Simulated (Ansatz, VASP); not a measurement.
# One calculation of TiO2, two programs

```
Ti O
1.0
     0.00000    2.39683    2.39683
     2.39683    0.00000    2.39683
     2.39683    2.39683    0.00000
Ti O
1 2
Direct
  0.00000 0.00000 0.00000
  0.25000 0.25000 0.25000
  0.75000 0.75000 0.75000
```

Alike in both runs: task single point; functional r2SCAN; k mesh 6 × 6 × 6; occupations gaussian, width 0.2 eV; no spin polarisation.

|  | VASP | Ansatz |
| --- | --- | --- |
| version | VASP 6.6.1 | Ansatz 0.2.0 |
| potentials or method | VASP PAW PBE potentials, release 64 (Ti_sv, O) | plane waves |
| plane-wave cutoff (eV) | 520 | 500 |
| valence electrons in the cell | 24 | 24 |

```tsv
	VASP	Ansatz	Ansatz less VASP
pressure (GPa)	1.5	0.0	-1.52
```

VASP's potentials were made for PBE, not for r2SCAN.
